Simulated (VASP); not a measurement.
# S (Fm-3m) in VASP: a series of runs

S is run at these levels: PBE; tasks: single point, relaxation of cell and atoms.

Program: VASP 6.6.1. These are calculated values, not measurements. Logs are shortened: lines on timing, memory, paths and dates and some standing lists are left out, and cuts for length are marked.

## Step 1: The cell of the first run

It takes space group Fm-3m (No. 225, cubic). The conventional cell has a = 2.980 Å, b = 2.980 Å, c = 2.980 Å, α = 90.00°, β = 90.00°, γ = 90.00°. S (site symmetry m-3m) has 12 S at 2.11 Å within 2.8 Å.

## Step 2: Single point, PBE

File INCAR:

```
SYSTEM = S
PREC = Accurate ; ENCUT = 520
EDIFF = 1E-7 ; ISMEAR = -1
SIGMA = 0.05 ; LREAL = .FALSE.
LASPH = .TRUE. ; NELM = 60
ALGO = Normal ; ISIF = 2
LWAVE = .FALSE. ; LCHARG = .TRUE.
GGA = PE ; LELF = .TRUE.
LVHAR = .TRUE. ; NBANDS = 9
```

File KPOINTS:

```
regular mesh
0
G
  22 22 22
  0 0 0
```

File POSCAR:

```
S
1.0
    0.0000000000      1.4900154927      1.4900154927
    1.4900154927      0.0000000000      1.4900154927
    1.4900154927      1.4900154927      0.0000000000
S
1
Direct
    0.0000000000      0.0000000000      0.0000000000
```

Potentials or basis: VASP PAW PBE potentials, release 64 (S).

On the command line:

```
$ cat potpaw_PBE.64/S/POTCAR > POTCAR
$ mpirun -np 1 vasp_std > vasp.out
```

OUTCAR:

```text
SYSTEM = S
   PREC = Accurate
   ENCUT = 520
   EDIFF = 1E-7
   ISMEAR = -1
   LREAL = .FALSE.
   LASPH = .TRUE.
   NELM = 60
   ISIF = 2
   GGA = PE

 ion  position               nearest neighbor table
   1  0.000  0.000  0.000-

  LATTYP: Found a face centered cubic cell.
 ALAT       =     2.9800309854

  Lattice vectors:

 A1 = (   0.0000000000,   1.4900154927,   1.4900154927)
 A2 = (   1.4900154927,   0.0000000000,   1.4900154927)
 A3 = (   1.4900154927,   1.4900154927,   0.0000000000)

Analysis of symmetry for initial positions (statically):
=====================================================================
 Subroutine PRICEL returns:
 Original cell was already a primitive cell.

 Routine SETGRP: Setting up the symmetry group for a
 face centered cubic supercell.

 Subroutine GETGRP returns: Found 48 space group operations
 (whereof 48 operations were pure point group operations)
 out of a pool of 48 trial point group operations.

The static configuration has the point symmetry O_h .

Analysis of symmetry for dynamics (positions and initial velocities):
=====================================================================
 Subroutine PRICEL returns:
 Original cell was already a primitive cell.

 Routine SETGRP: Setting up the symmetry group for a
 face centered cubic supercell.

 Subroutine GETGRP returns: Found 48 space group operations
 (whereof 48 operations were pure point group operations)
 out of a pool of 48 trial point group operations.

The dynamic configuration has the point symmetry O_h .

 Subroutine INISYM returns: Found 48 space group operations
 (whereof 48 operations are pure point group operations),
 and found     1 'primitive' translations

----------------------------------------------------------------------------------------

                                     Primitive cell

  volume of cell :       6.6161

  direct lattice vectors                    reciprocal lattice vectors
     0.000000000  1.490015493  1.490015493    -0.335566981  0.335566981  0.335566981
     1.490015493  0.000000000  1.490015493     0.335566981 -0.335566981  0.335566981
     1.490015493  1.490015493  0.000000000     0.335566981  0.335566981 -0.335566981

  length of vectors
     2.107200118  2.107200118  2.107200118     0.581219060  0.581219060  0.581219060

  position of ions in fractional coordinates (direct lattice)
     0.000000000  0.000000000  0.000000000
[... 72 lines left out ...]
   LSORBIT =      F    spin-orbit coupling
   LASPH  =      T    aspherical Exc in radial PAW
   ENCUT  =  520.0 eV  38.22 Ry    6.18 a.u.   3.92  3.92  3.92*2*pi/ulx,y,z
   NELM   =     60;   NELMIN=  2; NELMDL= -5     # of ELM steps
   EDIFF  = 0.1E-06   stopping-criterion for ELM
   LREAL  =      F    real-space projection
   EDIFFG = 0.1E-05   stopping-criterion for IOM
   NSW    =      0    number of steps for IOM
   IBRION =     -1    ionic relax: 0-MD 1-quasi-New 2-CG
   NFREE  =      0    steps in history (QN), initial steepest desc. (CG)
   ISIF   =      2    stress and relaxation
   ISYM   =      2    0-nonsym 1-usesym 2-fastsym
   POTIM  = 0.5000    time-step for ionic-motion
   TEBEG  =    0.0;   TEEND  =   0.0 temperature during run
   PSTRESS=    0.0 pullay stress
   NELECT =       6.0000    total number of electrons
   NUPDOWN=      -1.0000    fix difference up-down
   EMIN   =  10.00;   EMAX   =-10.00  energy-range for DOS
   EFERMI =   0.00;   METHOD = LEGACY
   ISMEAR =    -1;   SIGMA  =   0.05  broadening in eV -4-tet -1-fermi 0-gaus
   EFERMI_NEDOS =   21; number of points for ismear=-14 and -15
   IALGO  =     38    algorithm
   IMIX   =      4    mixing-type and parameters
     AMIX     =   0.40;   BMIX     =  1.00
     AMIX_MAG =   1.60;   BMIX_MAG =  1.00
  volume/ion in A,a.u.               =       6.62        44.65
  Fermi-wavevector in a.u.,A,eV,Ry     =   1.584618  2.994493 34.164404  2.511013
  Thomas-Fermi vector in A             =   2.684208
   LORBIT       =      0    0 simple, 1 ext, 2 COOP (PROOUT), +10 PAW based schemes
   GGA     = PE    functional components
   LHFCALC =     F    Hartree Fock is set to
   AEXX    =    0.0000 exact exchange contribution
   IVDW    =     0    specifies the selected vdW correction
   LEPSILON=     F    determine dielectric tensor
   LRPA    =     F    only Hartree local field effects (RPA)
 non-spin polarized calculation
  energy-cutoff  :      520.00
  volume of cell :        6.62
 maximum number of plane-waves:       190
   NGX =  7   NGY =  7   NGZ =  7

 number of electron       6.0000000 magnetization

 Free energy of the ion-electron system (eV)
  ---------------------------------------------------
  ext. energy  EPLUGINS =         0.00000000
  ---------------------------------------------------
  free energy    TOTEN  =         2.56680643 eV

  energy without entropy =        2.57031704  energy(sigma->0) =        2.56856173

 E-fermi :  25.6335     XC(G=0): -15.6353

 val. band max:       25.6320475666   @ k =  -0.3182   0.3636   0.0455
 cond. band min:      25.6469698155   @ k =   0.2727   0.1818   0.0909
 fundamental gap:      0.0149222489
 Fermi energy:        25.6335184997

 k-point     1 :       0.0000    0.0000    0.0000
  band No.  band energies     occupation
      1      -4.5145      2.00000
      2      37.2828      0.00000
      3      37.2828      0.00000
      4      37.2828      0.00000
      5      37.8372      0.00000
      6      37.8372      0.00000
      7      37.8372      0.00000
      8      47.5655      0.00000
      9      49.3312      0.00000
[... 265 lines left out ...]
 k-point    24 :      -0.4545    0.0455    0.0000
  band No.  band energies     occupation
      1       5.8738      2.00000
      2       8.6356      2.00000
      3      31.4599      0.00000
      4      32.5727      0.00000
      5      36.4731      0.00000
      6      36.7385      0.00000
      7      42.3949      0.00000
      8      46.4130      0.00000
      9      57.7952      0.00000

 [... further k-points ...]
[... 5 lines left out ...]
  --------------------------------------------------------------------------------------
  -------------------------------------------------------------------------------------
  Total       15.7733898     15.7733898     15.7733898      0.0000000     -0.0000000      0.0000000
  in kB     3819.7353277   3819.7353277   3819.7353277      0.0000000     -0.0000000      0.0000000
  external PRESSURE =    3819.7353277 kB  Pullay stress =       0.0000000 kB

 VOLUME and BASIS-vectors are now :
 -----------------------------------------------------------------------------
  energy-cutoff  :      520.00
  volume of cell :        6.62
      direct lattice vectors                 reciprocal lattice vectors
     0.000000000  1.490015493  1.490015493    -0.335566981  0.335566981  0.335566981
     1.490015493  0.000000000  1.490015493     0.335566981 -0.335566981  0.335566981
     1.490015493  1.490015493  0.000000000     0.335566981  0.335566981 -0.335566981

 POSITION                                       TOTAL-FORCE (eV/Angst)
 -----------------------------------------------------------------------------------
      0.00000      0.00000      0.00000         0.000000     -0.000000      0.000000
 -----------------------------------------------------------------------------------
    total drift:                               -0.000000     -0.000000     -0.000000

  FREE ENERGIE OF THE ION-ELECTRON SYSTEM (eV)
  ---------------------------------------------------
  free  energy   TOTEN  =         2.5668064311 eV

  energy  without entropy=        2.5703170378  energy(sigma->0) =        2.56856173
```

OSZICAR:

```text
N       E                     dE             d eps       ncg     rms          rms(c)
DAV:   1     0.102840791458E+02    0.10284E+02   -0.36512E+03  6887   0.611E+02
DAV:   2     0.266272123700E+01   -0.76214E+01   -0.72718E+01  8495   0.812E+01
DAV:   3     0.255868748991E+01   -0.10403E+00   -0.10194E+00  6745   0.684E+00
DAV:   4     0.255859373013E+01   -0.93760E-04   -0.93753E-04  7931   0.223E-01
DAV:   5     0.255859371262E+01   -0.17511E-07   -0.17452E-07  6611   0.243E-03    0.438E+01
DAV:   6     0.256419368056E+01    0.56000E-02   -0.13628E-03  6502   0.259E-01    0.263E+01
DAV:   7     0.256680935877E+01    0.26157E-02   -0.29650E-03  6346   0.388E-01    0.118E-01
DAV:   8     0.256680859643E+01   -0.76234E-06   -0.19485E-05  6713   0.414E-02    0.587E-02
DAV:   9     0.256680646901E+01   -0.21274E-05   -0.49840E-06  6895   0.156E-02    0.574E-03
DAV:  10     0.256680643114E+01   -0.37871E-07   -0.25293E-08  4487   0.162E-03
   1 F= 0.25668064E+01 E0= 0.25685617E+01  d E =-.351061E-02
```

stdout:

```text
POSCAR found type information on POSCAR S
 POSCAR found :  1 types and       1 ions
 scaLAPACK will be used
 LDA part: xc-table for (Slater+PW92), standard interpolation
 POSCAR, INCAR and KPOINTS ok, starting setup
 FFT: planning ... GRIDC
 FFT: planning ... GRID_SOFT
 FFT: planning ... GRID
 WAVECAR not read
 entering main loop
```

Wall time 13 s (1 thread of Intel Xeon Platinum 8259CL at 2.50GHz (Skylake/Cascade Lake), shared host); peak memory 0.12 GiB.

What came out:

```yaml
Free_energy: 2.5668 eV
Pressure: 382.0 GPa
Band_gap_on_the_k_mesh: zero (band 3 reaches 37.28 eV, above the bottom of band 4 at 16.72 eV)
```

Levels at points of the mesh, in eV from the Fermi level:
```csv
k point,band 1,band 2,band 3,band 4,band 5,band 6
"(0.00, 0.00, 0.00)",-30.15,11.65,11.65,11.65,12.20,12.20
"(0.50, 0.00, 0.00)",-18.53,-18.47,7.28,7.28,10.53,10.53
"(0.50, 0.50, 0.00)",-15.86,-13.30,-1.64,-1.64,-0.21,5.61
```

## Step 3: Single point, PBE

This run uses another cell than the first one, of 15.87 Å³/atom, 2.398 times its volume.

INCAR, as its differences from that of step 2:

```diff
@@ -4,3 +4,3 @@
 SIGMA = 0.05 ; LREAL = .FALSE.
-LASPH = .TRUE. ; NELM = 60
+LASPH = .TRUE. ; NELM = 80
 ALGO = Normal ; ISIF = 2
```

File KPOINTS:

```
regular mesh
0
G
  17 17 17
  0 0 0
```

File POSCAR:

```
S
1.0
    0.0000000000      1.9944923595      1.9944923595
    1.9944923595      0.0000000000      1.9944923595
    1.9944923595      1.9944923595      0.0000000000
S
1
Direct
    0.0000000000      0.0000000000      0.0000000000
```

Potentials or basis: VASP PAW PBE potentials, release 64 (S).

On the command line:

```
$ cat potpaw_PBE.64/S/POTCAR > POTCAR
$ mpirun -np 1 vasp_std > vasp.out
```

It took 23 s on 1 thread of Intel Xeon Platinum 8259CL at 2.50GHz (Skylake/Cascade Lake), shared host; peak memory 0.14 GiB.

Results (log left out):

| Item | Value |
| --- | --- |
| Free energy | -2.8313 eV |
| Pressure | -0.2 GPa |
| Band gap on the k mesh | zero (band 3 reaches 10.59 eV, above the bottom of band 4 at 5.07 eV) |

Levels at points of the mesh, in eV from the Fermi level:
```tsv
k point	band 1	band 2	band 3	band 4	band 5	band 6	band 7	band 8
(0.00, 0.00, 0.00)	-16.67	3.20	3.20	3.20	12.14	12.14	12.14	14.37
```

(Continued in part 2 of 3.)
